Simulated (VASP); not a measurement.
# Sr2O (P4_2/mnm) in VASP: a series of runs, part 2 of 2

VASP 6.6.1.

**4. Single point, PBE**

This run uses another cell than the first one, of 23.20 Å³/atom, 0.871 times its volume.

INCAR reads:

```
SYSTEM = Sr2O
  ALGO = Normal
  EDIFF = 1E-6
  ENCUT = 520
  GGA = PE
  ISIF = 2
  ISMEAR = 0
  LASPH = .TRUE.
  LCHARG = .FALSE.
  LREAL = .FALSE.
  LWAVE = .FALSE.
  NBANDS = 35
  NELM = 100
  PREC = Accurate
  SIGMA = 0.1
```

KPOINTS reads:

```
k-points
0
G
  4 4 4
  0 0 0
```

POSCAR reads:

```
Sr2O
1.0
    5.8223845000      0.0000000000      0.0000000000
    0.0000000000      5.8223845000      0.0000000000
    0.0000000000      0.0000000000      4.1053755900
Sr O
4 2
Direct
    0.6913366900      0.6913366900      0.0000000000
    0.8086633100      0.1913366900      0.5000000000
    0.3086633100      0.3086633100      0.0000000000
    0.1913366900      0.8086633100      0.5000000000
    0.5000000000      0.5000000000      0.5000000000
    0.0000000000      0.0000000000      0.0000000000
```

Command:

```bash
$ cat potpaw_PBE.64/Sr_sv/POTCAR potpaw_PBE.64/O/POTCAR > POTCAR
$ mpirun -np 1 vasp_std > vasp.out
```

Run time: 72 s. Hardware: 1 thread of AMD EPYC 7R13 (Zen 3), shared host; peak memory 0.26 GiB.

It converged, with:

```yaml
Free_energy: -24.6990 eV
Pressure: 6.5 GPa
Largest_force: 0.860 eV/Å
Band_gap_on_the_k_mesh: zero (band 26 reaches 4.33 eV, above the bottom of band 27 at 4.22 eV)
```

Forces in eV/Å, atoms in the order of the input:
```
Sr   0.608  0.608  0.000
Sr  -0.608  0.608  0.000
Sr  -0.608 -0.608  0.000
Sr   0.608 -0.608  0.000
O    0.000  0.000  0.000
O    0.000  0.000  0.000
```

Stress tensor (GPa, compression positive):
```
 9.78  0.00  0.00
 0.00  9.78  0.00
 0.00  0.00 -0.12
```

Levels at points of the mesh, in eV from the Fermi level:
| k point | band 24 | band 25 | band 26 | band 27 | band 28 | band 29 |
| --- | --- | --- | --- | --- | --- | --- |
| (0.00, 0.00, 0.00) | -4.11 | -2.99 | -0.19 | 0.80 | 0.87 | 0.87 |
| (0.50, 0.00, 0.00) | -4.45 | -1.13 | -1.13 | 0.40 | 0.40 | 1.63 |
| (0.50, 0.50, 0.00) | -4.24 | -0.56 | -0.56 | 0.38 | 0.38 | 1.45 |
| (0.00, 0.00, 0.50) | -3.97 | -0.81 | -0.81 | 0.30 | 0.30 | 0.40 |
| (0.50, 0.00, 0.50) | -3.84 | -0.16 | -0.16 | -0.09 | -0.09 | 0.19 |
| (0.50, 0.50, 0.50) | -3.99 | -0.65 | -0.65 | 0.56 | 0.56 | 1.36 |

Caveat: the k points lie up to 0.38 Å⁻¹ apart.

**5. Single point, PBE**

This run uses another cell than the first one, of 27.08 Å³/atom, 1.017 times its volume.

INCAR reads:

```
ALGO = Normal
EDIFF = 1E-7
ENCUT = 520
GGA = PE
ISIF = 2
ISMEAR = 0
LASPH = True
LCHARG = False
LREAL = False
LWAVE = False
NBANDS = 35
NELM = 100
PREC = Accurate
SIGMA = 0.1
```

KPOINTS reads:

```
k-points
0
Gamma
  6 6 10
```

POSCAR reads:

```
Sr2O
1.0
    6.6170376763      0.0000000000      0.0000000000
    0.0000000000      6.6170376763      0.0000000000
    0.0000000000      0.0000000000      3.7113701132
Sr O
4 2
Direct
    0.6912448268      0.6912448268      0.0000000000
    0.8087551732      0.1912448268      0.5000000000
    0.3087551732      0.3087551732      0.0000000000
    0.1912448268      0.8087551732      0.5000000000
    0.5000000000      0.5000000000      0.5000000000
    0.0000000000      0.0000000000      0.0000000000
```

Command:

```bash
$ cat potpaw_PBE.64/Sr_sv/POTCAR potpaw_PBE.64/O/POTCAR > POTCAR
$ mpirun -np 1 vasp_std > vasp.out
```

Wall time 6.5 min (1 thread of Intel Xeon Platinum 8259CL at 2.50GHz (Skylake/Cascade Lake), shared host); peak memory 0.41 GiB.

It converged, with:

- Free energy: -25.9576 eV
- Pressure: 0.2 GPa
- Largest force: 0.026 eV/Å
- Band gap on the k mesh: zero (band 26 reaches 3.50 eV, above the bottom of band 27 at 3.23 eV)

Forces in eV/Å, atoms in the order of the input:
```
Sr   0.018  0.018  0.000
Sr  -0.018  0.018  0.000
Sr  -0.018 -0.018  0.000
Sr   0.018 -0.018  0.000
O    0.000  0.000  0.000
O    0.000  0.000  0.000
```

Levels at points of the mesh, in eV from the Fermi level:
```csv
k point,band 22,band 23,band 24,band 25,band 26,band 27,band 28,band 29,band 30,band 31
"(0.00, 0.00, 0.00)",-3.93,-3.93,-3.73,-2.94,0.05,0.06,0.71,0.71,1.71,2.49
"(0.50, 0.00, 0.00)",-4.24,-3.93,-3.93,-1.51,-1.51,0.44,0.44,1.30,1.30,2.43
"(0.50, 0.50, 0.00)",-4.04,-3.92,-3.92,-0.97,-0.97,-0.22,-0.22,1.55,1.55,1.68
"(0.00, 0.00, 0.50)",-4.06,-3.90,-3.90,-0.30,-0.30,0.24,0.24,0.46,0.46,2.31
"(0.50, 0.00, 0.50)",-3.92,-3.72,-3.72,-0.04,-0.04,0.07,0.07,0.43,0.43,1.99
"(0.50, 0.50, 0.50)",-4.12,-3.93,-3.93,-0.28,-0.28,0.55,0.55,1.07,1.07,1.21
```

**6. Relaxation of cell and atoms, PBE**

INCAR reads:

```
SYSTEM = Sr2O
  ALGO = Normal
  EDIFF = 1E-6
  EDIFFG = -0.01
  ENCUT = 600
  GGA = PE
  IBRION = 2
  ISIF = 3
  ISMEAR = 0
  LASPH = .True.
  LCHARG = .False.
  LREAL = .False.
  LWAVE = .False.
  NELM = 100
  NSW = 100
  PREC = Accurate
  SIGMA = 0.1
```

KPOINTS reads:

```
k-points
0
Gamma
  6 6 10
  0 0 0
```

POSCAR reads:

```
Sr2O
1.0
    6.5343390919      0.0000000000      0.0000000000
    0.0000000000      6.5343390919      0.0000000000
    0.0000000000      0.0000000000      3.7405139797
Sr O
4 2
Direct
    0.6969551546      0.6969551546      0.0000000000
    0.8030448454      0.1969551546      0.5000000000
    0.3030448454      0.3030448454      0.0000000000
    0.1969551546      0.8030448454      0.5000000000
    0.5000000000      0.5000000000      0.5000000000
    0.0000000000      0.0000000000      0.0000000000
```

Potentials or basis: VASP PAW PBE potentials, release 64 (Sr_sv, O).

Command:

```bash
$ cat potpaw_PBE.64/Sr_sv/POTCAR potpaw_PBE.64/O/POTCAR > POTCAR
$ mpirun -np 1 vasp_std > vasp.out
```

It took 54 min on 1 thread of Intel Xeon Platinum 8259CL at 2.50GHz (Skylake/Cascade Lake), shared host; peak memory 0.49 GiB.

Results (log left out):

```yaml
Free_energy: -25.9599 eV
Relaxed_volume: 27.10 Å³/atom
Relaxed_cell: a = 6.611 Å, b = 6.611 Å, c = 3.720 Å, α = 90.00°, β = 90.00°, γ = 90.00°
Space_group_after_relaxing_to_0.05_Å: P4_2/mnm (No. 136)
Energy_gained_by_relaxing: 0.9 meV/atom
Ionic_steps: 12
Pressure_after_relaxing: 0.0 GPa
Band_gap_on_the_k_mesh: zero (band 26 reaches 3.49 eV, above the bottom of band 27 at 3.23 eV)
```

Forces on the atoms (eV/Å):
```
Sr   0.002  0.002  0.000
Sr  -0.002  0.002  0.000
Sr  -0.002 -0.002  0.000
Sr   0.002 -0.002  0.000
O    0.000  0.000  0.000
O    0.000  0.000  0.000
```

The path:
```csv
step,energy change (eV),largest force (eV/Å),pressure (GPa),volume (Å³)
1,0.0000,0.0117,0.27,159.71
2,-0.0014,0.0310,0.03,160.73
3,-0.0015,0.0366,-0.03,161.04
4,-0.0016,0.0380,-0.04,161.12
5,-0.0019,0.0386,-0.03,161.13
6,-0.0027,0.0384,0.02,161.16
7,-0.0026,0.0361,0.14,161.23
8,-0.0030,0.0369,0.07,161.19
9,-0.0033,0.0346,0.08,161.30
10,-0.0041,0.0256,0.05,161.63
11,-0.0050,0.0063,0.04,162.30
12,-0.0051,0.0029,0.03,162.61
```

Final structure:
```yaml
crystal:
  lattice:
    - [6.61118, 0.00000, 0.00000]
    - [0.00000, 6.61118, 0.00000]
    - [0.00000, 0.00000, 3.72029]
  atoms:
    - { symbol: Sr, position: [0.69237, 0.69237, 0.00000] }
    - { symbol: Sr, position: [0.80763, 0.19237, 0.50000] }
    - { symbol: Sr, position: [0.30763, 0.30763, 0.00000] }
    - { symbol: Sr, position: [0.19237, 0.80763, 0.50000] }
    - { symbol: O, position: [0.50000, 0.50000, 0.50000] }
    - { symbol: O, position: [0.00000, 0.00000, 0.00000] }
```

Levels at points of the mesh, in eV from the Fermi level:
```csv
k point,band 22,band 23,band 24,band 25,band 26,band 27,band 28,band 29,band 30,band 31
"(0.00, 0.00, 0.00)",-3.90,-3.90,-3.70,-2.94,0.04,0.07,0.70,0.70,1.71,2.47
"(0.50, 0.00, 0.00)",-4.22,-3.90,-3.90,-1.51,-1.51,0.43,0.43,1.30,1.30,2.44
"(0.50, 0.50, 0.00)",-4.02,-3.90,-3.90,-0.97,-0.97,-0.21,-0.21,1.54,1.54,1.71
"(0.00, 0.00, 0.50)",-4.03,-3.88,-3.88,-0.29,-0.29,0.23,0.23,0.46,0.46,2.31
"(0.50, 0.00, 0.50)",-3.91,-3.70,-3.70,-0.05,-0.05,0.07,0.07,0.43,0.43,1.99
"(0.50, 0.50, 0.50)",-4.10,-3.92,-3.92,-0.30,-0.30,0.55,0.55,1.06,1.06,1.23
```

**7. Summary**

```tsv
task	cell	k mesh	cutoff (eV)	gap on the mesh (eV)	pressure (GPa)	relaxed volume (Å³/atom)	largest force (eV/Å)
single point	a = 6.534, b = 6.534, c = 3.741 Å, 6 atoms	4 × 4 × 4	520	none	0.3	-	0.01
relaxation of cell and atoms	relaxed from a = 5.822, b = 5.822, c = 4.105 Å, 6 atoms	4 × 4 × 4	600	none	0.0	26.59	0.04
single point	a = 5.822, b = 5.822, c = 4.105 Å, 6 atoms	4 × 4 × 4	520	none	6.5	-	0.86
single point	a = 6.617, b = 6.617, c = 3.711 Å, 6 atoms	6 × 6 × 10	520	none	0.2	-	0.03
relaxation of cell and atoms	relaxed from a = 6.534, b = 6.534, c = 3.741 Å, 6 atoms	6 × 6 × 10	600	none	0.0	27.10	-
```

Alike in all rows: level PBE; potentials or basis VASP PAW PBE potentials, release 64 (Sr_sv, O); no spin polarisation; smearing gaussian 0.1 eV.

Caveats: some runs use coarse meshes.

Absolute energies hang on the potentials; compare differences alone.
